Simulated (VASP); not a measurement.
# Ga2SnSe3 (P1) in VASP: single point with PBE

Aim: the single point of Ga2SnSe3 with PBE.

Everything below comes from runs of VASP 6.6.1. Logs are shortened: lines on timing, memory, paths and dates and some standing lists are left out, and cuts for length are marked.

## (1) The cell of the first run

The typed cell holds 12 atoms: a = 4.459 Å, b = 4.208 Å, c = 16.369 Å, α = 97.25°, β = 97.91°, γ = 90.03°.

## (2) Single point, PBE

INCAR reads:

```
SYSTEM = Ga2SnSe3
PREC = Accurate
ENCUT = 520
EDIFF = 1E-6
ISMEAR = 0
SIGMA = 0.1
LREAL = .False.
LASPH = .True.
NELM = 60
ALGO = Normal
ISIF = 2
LWAVE = .False.
LCHARG = .False.
GGA = PE
NBANDS = 70
```

KPOINTS reads:

```
Automatic mesh
0
Gamma
  4 4 1
  0 0 0
```

POSCAR reads:

```
Ga2SnSe3
1.0
    4.4579484727      0.0077854836     -0.1010309491
   -0.0128328024      4.2046001279     -0.1568051001
   -1.8837439391     -1.4691782548     16.1939334400
Ga Sn Se
4 2 6
Direct
    0.0818527551      0.0311667810      0.5457697705
    0.0364270194      0.0952610037      0.0493860996
    0.7511610899      0.4373848375      0.7079140812
    0.5450322901      0.6934856919      0.2104648520
    0.4386855183      0.4918713075      0.8491356066
    0.4225003479      0.3878981333      0.3528239039
    0.1055531995      0.9170095376      0.6895747352
    0.8934940738      0.1625525045      0.1893443064
    0.8389119647      0.0205371204      0.9012971070
    0.9718944338      0.8105085654      0.4004029404
    0.5639607204      0.3549597513      0.5502802024
    0.3505265871      0.5973647657      0.0536063852
```

Potentials or basis: VASP PAW PBE potentials, release 64 (Ga_d, Sn_d, Se).

Run with:

```bash
cat potpaw_PBE.64/Ga_d/POTCAR potpaw_PBE.64/Sn_d/POTCAR potpaw_PBE.64/Se/POTCAR > POTCAR
mpirun -np 1 vasp_std > vasp.out
```

OUTCAR:

```text
SYSTEM = Ga2SnSe3
   PREC = Accurate
   ENCUT = 520
   EDIFF = 1E-6
   ISMEAR = 0
   LREAL = .False.
   LASPH = .True.
   NELM = 60
   ISIF = 2
   GGA = PE

 ion  position               nearest neighbor table
   1  0.082  0.031  0.546-  10 2.43   7 2.45  11 2.53  11 2.69
   2  0.036  0.095  0.049-   9 2.44   8 2.44  12 2.52  12 2.52
   3  0.751  0.437  0.708-  11 2.58   7 2.63   7 2.71   5 2.84
   4  0.545  0.693  0.210-  12 2.58   8 2.60   8 2.74   6 2.91
   5  0.439  0.492  0.849-   9 2.80   9 2.82   3 2.84
   6  0.423  0.388  0.353-  10 2.81   4 2.91  10 2.98  11 3.23
   7  0.106  0.917  0.690-   1 2.45   3 2.63   3 2.71
   8  0.893  0.163  0.189-   2 2.44   4 2.60   4 2.74
   9  0.839  0.021  0.901-   2 2.44   5 2.80   5 2.82
  10  0.972  0.811  0.400-   1 2.43   6 2.81   6 2.98
  11  0.564  0.355  0.550-   1 2.53   3 2.58   1 2.69   6 3.23
  12  0.351  0.597  0.054-   2 2.52   2 2.52   4 2.58

  LATTYP: Found a triclinic cell.
 ALAT       =    16.3628759206
 B/A-ratio  =     0.2725132172
 C/A-ratio  =     0.2571395532
 COS(alpha) =     0.0004600270
 COS(beta)  =     0.1263815823
 COS(gamma) =     0.1348398230

  Lattice vectors:

 A1 = (  -2.5742045336,   1.4613927712, -16.0929024909)
 A2 = (  -4.4579484727,  -0.0077854836,   0.1010309491)
 A3 = (  -0.0128328024,   4.2046001279,  -0.1568051001)

Analysis of symmetry for initial positions (statically):
=====================================================================
 Subroutine PRICEL returns:
 Original cell was already a primitive cell.

 Routine SETGRP: Setting up the symmetry group for a
 triclinic supercell.

 Subroutine GETGRP returns: Found  1 space group operations
 (whereof  1 operations were pure point group operations)
 out of a pool of  2 trial point group operations.

The static configuration has the point symmetry C_1 .

Analysis of symmetry for dynamics (positions and initial velocities):
=====================================================================
 Subroutine PRICEL returns:
 Original cell was already a primitive cell.

 Routine SETGRP: Setting up the symmetry group for a
 triclinic supercell.

 Subroutine GETGRP returns: Found  1 space group operations
 (whereof  1 operations were pure point group operations)
 out of a pool of  2 trial point group operations.

The dynamic configuration has the point symmetry C_1 .

 Subroutine INISYM returns: Found  1 space group operations
 (whereof  1 operations are pure point group operations),
[... 111 lines left out ...]
   PSTRESS=    0.0 pullay stress
   NELECT =     116.0000    total number of electrons
   NUPDOWN=      -1.0000    fix difference up-down
   EMIN   =  10.00;   EMAX   =-10.00  energy-range for DOS
   EFERMI =   0.00;   METHOD = LEGACY
   ISMEAR =     0;   SIGMA  =   0.10  broadening in eV -4-tet -1-fermi 0-gaus
   EFERMI_NEDOS =   21; number of points for ismear=-14 and -15
   IALGO  =     38    algorithm
   IMIX   =      4    mixing-type and parameters
     AMIX     =   0.40;   BMIX     =  1.00
     AMIX_MAG =   1.60;   BMIX_MAG =  1.00
  volume/ion in A,a.u.               =      25.14       169.67
  Fermi-wavevector in a.u.,A,eV,Ry     =   1.190410  2.249549 19.280489  1.417076
  Thomas-Fermi vector in A             =   2.326495
   LORBIT       =      0    0 simple, 1 ext, 2 COOP (PROOUT), +10 PAW based schemes
   GGA     = PE    functional components
   LHFCALC =     F    Hartree Fock is set to
   AEXX    =    0.0000 exact exchange contribution
   IVDW    =     0    specifies the selected vdW correction
   LEPSILON=     F    determine dielectric tensor
   LRPA    =     F    only Hartree local field effects (RPA)
 non-spin polarized calculation
 Gauss-broadening in eV      SIGMA  =   0.10
  energy-cutoff  :      520.00
  volume of cell :      301.71
 maximum number of plane-waves:      8155
 NGX is ok and might be reduce to    36
   NGX = 17   NGY = 15   NGZ = 61

 number of electron     115.9999984 magnetization

 Free energy of the ion-electron system (eV)
  ---------------------------------------------------
  ext. energy  EPLUGINS =         0.00000000
  ---------------------------------------------------
  free energy    TOTEN  =       -45.08890368 eV

  energy without entropy =      -45.08889821  energy(sigma->0) =      -45.08890094

 E-fermi :   4.2672     XC(G=0):  -9.5448

 val. band max:        3.9958413704   @ k =   0.5000   0.0000   0.0000
 cond. band min:       4.5351001745   @ k =   0.0000   0.0000   0.0000
 fundamental gap:      0.5392588041
 Fermi energy:         4.2671568152

 k-point     1 :       0.0000    0.0000    0.0000
  band No.  band energies     occupation
      1     -17.3507      2.00000
      2     -17.3499      2.00000
      3     -17.3275      2.00000
      4     -17.3092      2.00000
      5     -17.3027      2.00000
      6     -17.2031      2.00000
[... 719 lines left out ...]
     69       9.7276      0.00000
     70       9.8561      0.00000

------------------------ aborting loop because EDIFF is reached ----------------------------------------

  FORCE on cell =-STRESS in cart. coord.  units (eV):
  Direction    XX          YY          ZZ          XY          YZ          ZX
  --------------------------------------------------------------------------------------
  -------------------------------------------------------------------------------------
  Total        0.0940823      0.1346803      0.1935227      0.0134375     -0.0048986     -0.0334378
  in kB        0.4996035      0.7151906      1.0276608      0.0713569     -0.0260131     -0.1775641
  external PRESSURE =       0.7474850 kB  Pullay stress =       0.0000000 kB

 VOLUME and BASIS-vectors are now :
 -----------------------------------------------------------------------------
  energy-cutoff  :      520.00
  volume of cell :      301.71
      direct lattice vectors                 reciprocal lattice vectors
     4.457948473  0.007785484 -0.101030949     0.224911873  0.001667796  0.026313969
    -0.012832802  4.204600128 -0.156805100     0.000074093  0.238642725  0.021659239
    -1.883743939 -1.469178255 16.193933440     0.001403901  0.002321171  0.062125413

 POSITION                                       TOTAL-FORCE (eV/Angst)
 -----------------------------------------------------------------------------------
     -0.66360     -0.67015      8.82500        -0.010618     -0.001213     -0.000130
      0.06814      0.32826      0.78114        -0.008779      0.002357     -0.011384
      2.00950      0.80482     11.31944        -0.003375      0.004501      0.007748
      2.02436      2.61086      3.24445        -0.008921     -0.003300      0.017132
      0.34977      0.82401     13.62940        -0.015784     -0.001590      0.000633
      1.21388      1.11588      5.61010        -0.000449     -0.002436     -0.006559
     -0.84020      2.84337     11.01247         0.009839     -0.006260      0.016903
      3.62439      0.41224      2.95047         0.005148      0.004998      0.009071
      2.04175     -1.23128     14.50757         0.004596     -0.002199     -0.003941
      3.56800      2.82717      6.25882        -0.000212     -0.004199     -0.022777
      1.47297      0.68839      8.79856         0.010733      0.010481     -0.003223
      1.45398      2.43565      0.73901         0.017820     -0.001141     -0.003472
 -----------------------------------------------------------------------------------
    total drift:                                0.000661      0.000826     -0.000646

  FREE ENERGIE OF THE ION-ELECTRON SYSTEM (eV)
  ---------------------------------------------------
  free  energy   TOTEN  =       -45.0889036766 eV

  energy  without entropy=      -45.0888982131  energy(sigma->0) =      -45.08890094
```

OSZICAR:

```text
N       E                     dE             d eps       ncg     rms          rms(c)
DAV:   1     0.127552113226E+04    0.12755E+04   -0.50777E+04  1540   0.228E+03
DAV:   2     0.222985344815E+03   -0.10525E+04   -0.10206E+04  1448   0.669E+02
DAV:   3    -0.214239615704E+02   -0.24441E+03   -0.23410E+03  1658   0.220E+02
DAV:   4    -0.450937857546E+02   -0.23670E+02   -0.23229E+02  1720   0.673E+01
DAV:   5    -0.461079786177E+02   -0.10142E+01   -0.10087E+01  1840   0.149E+01    0.808E+00
DAV:   6    -0.451197487015E+02    0.98823E+00   -0.18685E+00  1942   0.179E+01    0.489E+00
DAV:   7    -0.451028694106E+02    0.16879E-01   -0.13323E+00  1864   0.520E+00    0.135E+00
DAV:   8    -0.450877241779E+02    0.15145E-01   -0.29526E-01  1806   0.436E+00    0.554E-01
DAV:   9    -0.450881356480E+02   -0.41147E-03   -0.28475E-02  1752   0.136E+00    0.164E-01
DAV:  10    -0.450887653632E+02   -0.62972E-03   -0.62563E-03  2046   0.374E-01    0.985E-02
DAV:  11    -0.450888742515E+02   -0.10889E-03   -0.72512E-04  1728   0.207E-01    0.266E-02
DAV:  12    -0.450889022995E+02   -0.28048E-04   -0.10418E-04  1660   0.536E-02    0.163E-02
DAV:  13    -0.450889033737E+02   -0.10742E-05   -0.19955E-05  1712   0.233E-02    0.519E-03
DAV:  14    -0.450889036766E+02   -0.30284E-06   -0.26118E-06  1206   0.118E-02
   1 F= -.45088904E+02 E0= -.45088901E+02  d E =-.546343E-05
```

stdout:

```text
POSCAR found type information on POSCAR GaSnSe
 POSCAR found :  3 types and      12 ions
 scaLAPACK will be used
 LDA part: xc-table for (Slater+PW92), standard interpolation
 POSCAR, INCAR and KPOINTS ok, starting setup
 FFT: planning ... GRIDC
 FFT: planning ... GRID_SOFT
 FFT: planning ... GRID
 WAVECAR not read
 entering main loop
```

Wall time 2.2 min (1 thread of Intel Xeon 6975P-C (Granite Rapids), shared host); peak memory 0.45 GiB.

What came out:

```
Free energy            : -45.0889 eV
Pressure               : 0.1 GPa
Largest force          : 0.023 eV/Å
Band gap on the k mesh : 0.54 eV (least direct gap 0.77 eV)
```

Forces in eV/Å, atoms in the order of the input:
```
Ga  -0.011 -0.001  0.000
Ga  -0.009  0.002 -0.011
Ga  -0.003  0.005  0.008
Ga  -0.009 -0.003  0.017
Sn  -0.016 -0.002  0.001
Sn   0.000 -0.002 -0.007
Se   0.010 -0.006  0.017
Se   0.005  0.005  0.009
Se   0.005 -0.002 -0.004
Se   0.000 -0.004 -0.023
Se   0.011  0.010 -0.003
Se   0.018 -0.001 -0.003
```

Caveat: spin-orbit coupling is left out, which moves the levels of the heavy elements; an odd mesh through Γ misses points on the zone boundary, where band edges can lie.
